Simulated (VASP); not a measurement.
# AgH12O6F in VASP: a series of runs

Runs on AgH12O6F. Level: PBE. Tasks: single point.

Everything below comes from runs of VASP 6.6.1. Logs are shortened: lines on timing, memory, paths and dates and some standing lists are left out, and cuts for length are marked.

## (1) The cell of the first run

The cell holds a disordered packing, 20 atoms: a = 6.073 Å, b = 6.073 Å, c = 6.073 Å, α = 90.00°, β = 90.00°, γ = 90.00°.

## (2) Single point, PBE

INCAR reads:

```
SYSTEM = AgH12O6F
  PREC = Accurate
  ENCUT = 520
  EDIFF = 1E-6
  ISMEAR = -1
  SIGMA = 0.05
  LREAL = Auto
  LASPH = .True.
  NELM = 120
  ALGO = Normal
  ISIF = 2
  LWAVE = .False.
  LCHARG = .True.
  GGA = PE
  LELF = .True.
  LVHAR = .True.
  NBANDS = 53
  GGA_COMPAT = .False.
```

KPOINTS reads:

```
regular mesh
0
Gamma
  1 1 1
  0 0 0
```

POSCAR reads:

```
AgH12O6F
1.0
    6.0731780000      0.0000000000      0.0000000000
    0.0000000000      6.0731780000      0.0000000000
    0.0000000000      0.0000000000      6.0731780000
O H Ag F
6 12 1 1
Direct
    0.1765285746      0.6617289362      0.0213884138
    0.0024296568      0.7907423619      0.6156651971
    0.5925816263      0.7234963796      0.4482290080
   -0.0148311212      0.3644151336      0.4900086975
    0.7512896406      0.3588026077      0.9358064460
    0.2879142019      0.0624697478      0.3853773235
    0.1166261515      0.7348640844     -0.1113555403
    0.0931249464      0.5239899353      0.0295655377
    0.0898289038      0.8861698009      0.5159749842
    0.0273841575      0.6389241488      0.5598599813
    0.7370137932      0.7652595921      0.5157882767
    0.5303045152      0.6177296023      0.5516416033
   -0.1056883544      0.3646005640      0.3585563752
    0.1075824603      0.2601052967      0.4564240356
    0.8063569968      0.3447993781      0.7849603360
    0.6525115016      0.2237576253      0.9638856220
    0.3404616306      0.0571349515      0.2291431778
    0.4038464368     -0.0259984499      0.4569548490
    0.5922974452      0.6836282268      1.0087789033
    0.5069994365      0.0367246770      1.0122205725
```

Potentials or basis: VASP PAW PBE potentials, release 64 (O, H, Ag_sv_GW, F).

Launch:

```bash
$ cat potpaw_PBE.64/O/POTCAR potpaw_PBE.64/H/POTCAR potpaw_PBE.64/Ag_sv_GW/POTCAR potpaw_PBE.64/F/POTCAR > POTCAR
$ mpirun -np 1 vasp_gam > vasp.out
```

OUTCAR:

```text
SYSTEM = AgH12O6F
   PREC = Accurate
   ENCUT = 520
   EDIFF = 1E-6
   ISMEAR = -1
   LREAL = Auto
   LASPH = .True.
   NELM = 120
   ISIF = 2
   GGA = PE

 ion  position               nearest neighbor table
   1  0.177  0.662  0.021-   8 0.98   7 0.99
   2  0.002  0.791  0.616-   9 0.99  10 0.99
   3  0.593  0.723  0.448-  12 0.97  11 1.00
   4  0.985  0.364  0.490-  13 0.97  14 1.00
   5  0.751  0.359  0.936-  15 0.98  16 1.03  19 2.24
   6  0.288  0.062  0.385-  18 0.99  17 1.00
   7  0.117  0.735  0.889-   1 0.99
   8  0.093  0.524  0.030-   1 0.98
   9  0.090  0.886  0.516-   2 0.99
  10  0.027  0.639  0.560-   2 0.99
  11  0.737  0.765  0.516-   3 1.00
  12  0.530  0.618  0.552-   3 0.97
  13  0.894  0.365  0.359-   4 0.97
  14  0.108  0.260  0.456-   4 1.00
  15  0.806  0.345  0.785-   5 0.98
  16  0.653  0.224  0.964-   5 1.03
  17  0.340  0.057  0.229-   6 1.00
  18  0.404  0.974  0.457-   6 0.99
  19  0.592  0.684  0.009-  20 2.21   5 2.24
  20  0.507  0.037  0.012-  19 2.21

  LATTYP: Found a simple cubic cell.
 ALAT       =     6.0731780000

  Lattice vectors:

 A1 = (   6.0731780000,   0.0000000000,   0.0000000000)
 A2 = (   0.0000000000,   6.0731780000,   0.0000000000)
 A3 = (   0.0000000000,   0.0000000000,   6.0731780000)

Analysis of symmetry for initial positions (statically):
=====================================================================
 Subroutine PRICEL returns:
 Original cell was already a primitive cell.

 Routine SETGRP: Setting up the symmetry group for a
 simple cubic supercell.

 Subroutine GETGRP returns: Found  1 space group operations
 (whereof  1 operations were pure point group operations)
 out of a pool of 48 trial point group operations.

The static configuration has the point symmetry C_1 .

Analysis of symmetry for dynamics (positions and initial velocities):
=====================================================================
 Subroutine PRICEL returns:
 Original cell was already a primitive cell.

 Routine SETGRP: Setting up the symmetry group for a
 simple cubic supercell.

 Subroutine GETGRP returns: Found  1 space group operations
 (whereof  1 operations were pure point group operations)
 out of a pool of 48 trial point group operations.

The dynamic configuration has the point symmetry C_1 .

 Subroutine INISYM returns: Found  1 space group operations
[... 111 lines left out ...]
   EDIFFG = 0.1E-04   stopping-criterion for IOM
   NSW    =      0    number of steps for IOM
   IBRION =     -1    ionic relax: 0-MD 1-quasi-New 2-CG
   NFREE  =      0    steps in history (QN), initial steepest desc. (CG)
   ISIF   =      2    stress and relaxation
   ISYM   =      2    0-nonsym 1-usesym 2-fastsym
   POTIM  = 0.5000    time-step for ionic-motion
   TEBEG  =    0.0;   TEEND  =   0.0 temperature during run
   PSTRESS=    0.0 pullay stress
   NELECT =      74.0000    total number of electrons
   NUPDOWN=      -1.0000    fix difference up-down
   EMIN   =  10.00;   EMAX   =-10.00  energy-range for DOS
   EFERMI =   0.00;   METHOD = LEGACY
   ISMEAR =    -1;   SIGMA  =   0.05  broadening in eV -4-tet -1-fermi 0-gaus
   EFERMI_NEDOS =   21; number of points for ismear=-14 and -15
   IALGO  =     38    algorithm
   IMIX   =      4    mixing-type and parameters
     AMIX     =   0.40;   BMIX     =  1.00
     AMIX_MAG =   1.60;   BMIX_MAG =  1.00
  volume/ion in A,a.u.               =      11.20        75.58
  Fermi-wavevector in a.u.,A,eV,Ry     =   1.131712  2.138626 17.425973  1.280773
  Thomas-Fermi vector in A             =   2.268412
   LORBIT       =      0    0 simple, 1 ext, 2 COOP (PROOUT), +10 PAW based schemes
   GGA     = PE    functional components
   LHFCALC =     F    Hartree Fock is set to
   AEXX    =    0.0000 exact exchange contribution
   IVDW    =     0    specifies the selected vdW correction
   LEPSILON=     F    determine dielectric tensor
   LRPA    =     F    only Hartree local field effects (RPA)
 non-spin polarized calculation
  energy-cutoff  :      520.00
  volume of cell :      224.00
 maximum number of plane-waves:      3016
 NGX is ok and might be reduce to    48
   NGX = 23   NGY = 23   NGZ = 23

 number of electron      74.0000003 magnetization

 Free energy of the ion-electron system (eV)
  ---------------------------------------------------
  ext. energy  EPLUGINS =         0.00000000
  ---------------------------------------------------
  free energy    TOTEN  =       -92.48523017 eV

  energy without entropy =      -92.48523017  energy(sigma->0) =      -92.48523017

 E-fermi :  -0.9542     XC(G=0):  -7.0999

 val. band max:       -2.2810447210   @ k =   0.0000   0.0000   0.0000
 cond. band min:       0.6783686493   @ k =   0.0000   0.0000   0.0000
 fundamental gap:      2.9594133703
 Fermi energy:        -0.9541764575

 k-point     1 :       0.0000    0.0000    0.0000
  band No.  band energies     occupation
      1     -91.1012      2.00000
      2     -54.6506      2.00000
      3     -54.6326      2.00000
      4     -54.5726      2.00000
      5     -23.1946      2.00000
      6     -22.2546      2.00000
[... 41 lines left out ...]
     48       7.8276      0.00000
     49       7.9600      0.00000
 [bands above 49 left out]

------------------------ aborting loop because EDIFF is reached ----------------------------------------

  FORCE on cell =-STRESS in cart. coord.  units (eV):
  Direction    XX          YY          ZZ          XY          YZ          ZX
  --------------------------------------------------------------------------------------
  -------------------------------------------------------------------------------------
  Total       -0.8861054     -0.4350211     -1.9946214      0.1025701     -0.5887080      0.7197529
  in kB       -6.3379370     -3.1115221    -14.2666835      0.7336404     -4.2107795      5.1480884
  external PRESSURE =      -7.9053809 kB  Pullay stress =       0.0000000 kB

 VOLUME and BASIS-vectors are now :
 -----------------------------------------------------------------------------
  energy-cutoff  :      520.00
  volume of cell :      224.00
      direct lattice vectors                 reciprocal lattice vectors
     6.073178000  0.000000000  0.000000000     0.164658437  0.000000000  0.000000000
     0.000000000  6.073178000  0.000000000     0.000000000  0.164658437  0.000000000
     0.000000000  0.000000000  6.073178000     0.000000000  0.000000000  0.164658437

 POSITION                                       TOTAL-FORCE (eV/Angst)
 -----------------------------------------------------------------------------------
      1.07209      4.01880      0.12990        -0.079381     -0.206557      0.046975
      0.01476      4.80232      3.73904        -0.007318     -0.034768      0.005818
      3.59885      4.39392      2.72217         0.041220      0.033907     -0.068971
      5.98311      2.21316      2.97591         0.049627      0.018870      0.051484
      4.56272      2.17907      5.68332        -0.035214      0.045127      0.026054
      1.74855      0.37939      2.34047         0.029302     -0.010429     -0.044905
[... 12 lines left out ...]
      3.59713      4.15180      0.05332        -0.047944      0.009181     -0.002914
      3.07910      0.22304      0.07422         0.010432     -0.008877      0.025835
 -----------------------------------------------------------------------------------
    total drift:                               -0.005495     -0.006303     -0.001183

  FREE ENERGIE OF THE ION-ELECTRON SYSTEM (eV)
  ---------------------------------------------------
  free  energy   TOTEN  =       -92.4852301707 eV

  energy  without entropy=      -92.4852301707  energy(sigma->0) =      -92.48523017
```

OSZICAR:

```text
N       E                     dE             d eps       ncg     rms          rms(c)
DAV:   1     0.852241968225E+03    0.85224E+03   -0.44137E+04   114   0.135E+03
DAV:   2    -0.145783749411E+02   -0.86682E+03   -0.80282E+03   122   0.412E+02
DAV:   3    -0.102627538870E+03   -0.88049E+02   -0.86925E+02   164   0.170E+02
DAV:   4    -0.104974357902E+03   -0.23468E+01   -0.23205E+01   132   0.255E+01
DAV:   5    -0.105087082377E+03   -0.11272E+00   -0.11246E+00   164   0.643E+00    0.233E+01
DAV:   6    -0.944918244517E+02    0.10595E+02   -0.13839E+02   156   0.574E+01    0.122E+01
DAV:   7    -0.927178907831E+02    0.17739E+01   -0.79142E+00   156   0.420E+01    0.640E+00
DAV:   8    -0.925190788896E+02    0.19881E+00   -0.20722E+00   172   0.164E+01    0.249E+00
DAV:   9    -0.924810270194E+02    0.38052E-01   -0.14541E-01   164   0.423E+00    0.642E-01
DAV:  10    -0.924846021640E+02   -0.35751E-02   -0.19905E-02   156   0.108E+00    0.223E-01
DAV:  11    -0.924852290775E+02   -0.62691E-03   -0.54743E-03   156   0.108E+00    0.103E-01
DAV:  12    -0.924852176024E+02    0.11475E-04   -0.10214E-03   132   0.227E-01    0.536E-02
DAV:  13    -0.924852384894E+02   -0.20887E-04   -0.47421E-04   132   0.163E-01    0.279E-02
DAV:  14    -0.924852292236E+02    0.92658E-05   -0.77436E-05   164   0.689E-02    0.106E-02
DAV:  15    -0.924852305059E+02   -0.12823E-05   -0.17778E-05   132   0.283E-02    0.813E-03
DAV:  16    -0.924852301707E+02    0.33524E-06   -0.13214E-06   100   0.151E-02
   1 F= -.92485230E+02 E0= -.92485230E+02  d E =-.824259E-11
```

stdout:

```text
POSCAR found type information on POSCAR O H AgF
 POSCAR found :  4 types and      20 ions
 scaLAPACK will be used
 LDA part: xc-table for (Slater+PW92), standard interpolation
 POSCAR, INCAR and KPOINTS ok, starting setup
 FFT: planning ... GRIDC
 FFT: planning ... GRID_SOFT
 FFT: planning ... GRID
 WAVECAR not read
 entering main loop
```

Run time: 34 s. Hardware: 1 thread of AMD EPYC 7R43 (Zen 3), shared host; peak memory 0.29 GiB.

What came out:

| Property | Result |
| --- | --- |
| Free energy | -92.4852 eV |
| Pressure | -0.8 GPa |
| Largest force | 0.226 eV/Å |

Forces in eV/Å, atoms in the order of the input:
```
O   -0.079 -0.207  0.047
O   -0.007 -0.035  0.006
O    0.041  0.034 -0.069
O    0.050  0.019  0.051
O   -0.035  0.045  0.026
O    0.029 -0.010 -0.045
H   -0.021  0.043 -0.049
H    0.113  0.168 -0.021
H    0.022  0.095 -0.010
H    0.003 -0.053  0.025
H    0.017  0.038 -0.020
H   -0.087 -0.100  0.086
H   -0.147  0.008 -0.116
H    0.084 -0.056  0.073
H    0.088  0.001 -0.035
H   -0.012 -0.019  0.011
H   -0.039  0.034 -0.037
H    0.018 -0.006  0.053
Ag  -0.048  0.009 -0.003
F    0.010 -0.009  0.026
```

Levels at points of the mesh, in eV from the Fermi level:
```csv
k point,band 33,band 34,band 35,band 36,band 37,band 38,band 39,band 40,band 41,band 42
"(0.00, 0.00, 0.00)",-2.43,-2.24,-2.20,-2.06,-1.33,1.63,4.78,5.55,6.07,6.19
```

Caveat: the k points lie up to 1.03 Å⁻¹ apart, too coarse for converged energies, forces and pressures.

(Part 1 of 2 ends here.)
